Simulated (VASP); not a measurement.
Write the native input for VASP 6.6.1 that does the following.

```
Task                   : single point
Functional             : r2SCAN
Potentials or basis    : VASP PAW PBE potentials, release 64 (Se, Li_sv)
Cutoff                 : 830 eV
k mesh                 : 6 × 6 × 6
Occupations            : gaussian, width 0.01 eV
Spin                   : no spin polarisation
Dipole correction      : no
Further INCAR settings : ALGO = Normal; EDIFF = 1e-06; NBANDS = 13
```

Li2Se:

```
Se Li
1.0
     0.00000    2.99352    2.99352
     2.99352    0.00000    2.99352
     2.99352    2.99352    0.00000
Se Li
1 2
Direct
  0.00000 0.00000 0.00000
  0.25000 0.25000 0.25000
  0.75000 0.75000 0.75000
```

These files were run (other wordings do the same):

POSCAR

```
Li2Se
1.0
    0.0000000000      2.9935210577      2.9935210577
    2.9935210577      0.0000000000      2.9935210577
    2.9935210577      2.9935210577      0.0000000000
Se Li
1 2
Direct
    0.0000000000      0.0000000000      0.0000000000
    0.2500000000      0.2500000000      0.2500000000
    0.7500000000      0.7500000000      0.7500000000
```

INCAR.step1

```
SYSTEM = Li2Se
PREC = Accurate ; ENCUT = 830
ISMEAR = 0 ; SIGMA = 0.01
LREAL = .FALSE. ; LASPH = .TRUE.
NELM = 120 ; NBANDS = 13
GGA = PE ; ALGO = Normal
EDIFF = 1E-5 ; LWAVE = .TRUE.
LCHARG = .FALSE. ; GGA_COMPAT = .FALSE.
```

INCAR.step2

```
SYSTEM = Li2Se
PREC = Accurate ; ENCUT = 830
EDIFF = 1E-6 ; ISMEAR = 0
SIGMA = 0.01 ; LREAL = .FALSE.
LASPH = .TRUE. ; NELM = 120
ALGO = Normal ; ISIF = 2
LWAVE = .FALSE. ; LCHARG = .FALSE.
METAGGA = R2SCAN ; LMIXTAU = .TRUE.
NBANDS = 13 ; ISTART = 1
GGA_COMPAT = .FALSE.
```

KPOINTS

```
Automatic mesh
0
G
  6 6 6
  0 0 0
```

Potentials or basis: VASP PAW PBE potentials, release 64 (Se, Li_sv).

Launch:

```sh
$ cat potpaw_PBE.64/Se/POTCAR potpaw_PBE.64/Li_sv/POTCAR > POTCAR
$ cp INCAR.step1 INCAR
$ mpirun -np 1 vasp_std > vasp.out
$ cp INCAR.step2 INCAR
$ mpirun -np 1 vasp_std > vasp.out
```

Results of the run:

* Pressure: -0.2 GPa
* Band gap on the k mesh: 3.46 eV (least direct gap 4.18 eV)

Caveat: the structure was generated, so it needn't be the stable form of Li2Se; the PAW data sets were made with another functional, which shifts forces and pressure a little.

Wall time 87 s on 1 thread of Intel(R) Xeon(R) Platinum 8259CL CPU @ 2.50GHz (Skylake/Cascade Lake), with other jobs on the host, peak memory 0.26 GiB.
